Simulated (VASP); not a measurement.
Write the native input for VASP 6.6.1 that does the following.

```
Task                   : single point
Functional             : PBE
Dispersion             : D4
Potentials or basis    : VASP PAW PBE potentials, release 64 (Pt, Se)
Cutoff                 : 520 eV
k mesh                 : 13 × 13 × 9
Occupations            : fermi-dirac, width 0.1 eV
Spin                   : no spin polarisation
Dipole correction      : no
Further INCAR settings : ALGO = Normal; EDIFF = 1e-06; NBANDS = 18
```

The structure of PtSe2 lies in POSCAR:

```
PtSe2
1.0
    3.7726935727      0.0000000000      0.0000000000
   -1.8863467864      3.2672484747      0.0000000000
    0.0000000000      0.0000000000      4.8220654194
Pt Se
1 2
Direct
    0.0000000000      0.0000000000      0.0000000000
    0.3333333333      0.6666666667      0.2656223733
    0.6666666667      0.3333333333      0.7343776267
```

The input as run:

INCAR

```
SYSTEM = PtSe2
PREC = Accurate
ENCUT = 520
EDIFF = 1E-6
ISMEAR = -1
SIGMA = 0.1
LREAL = .False.
LASPH = .True.
NELM = 60
ALGO = Normal
ISIF = 2
LWAVE = .False.
LCHARG = .False.
GGA = PE
IVDW = 13
NBANDS = 18
```

KPOINTS

```
Automatic mesh
0
Gamma
  13 13 9
  0 0 0
```

Potentials or basis: VASP PAW PBE potentials, release 64 (Pt, Se).

Run with:

```sh
$ cat potpaw_PBE.64/Pt/POTCAR potpaw_PBE.64/Se/POTCAR > POTCAR
$ mpirun -np 1 vasp_std > vasp.out
```

It gave:

```json
{
 "Pressure": "0.0 GPa",
 "Largest force": "0.008 eV/Å",
 "Band gap on the k mesh": "zero (bands 11 and 12 overlap by 0.83 eV)",
 "Dispersion energy per atom": "-0.513 eV"
}
```

Caveat: spin-orbit coupling is left out, which moves the levels of the heavy elements.

It took 3.2 min on 1 thread of AMD EPYC 7R13, with other jobs on the host, peak memory 0.28 GiB.
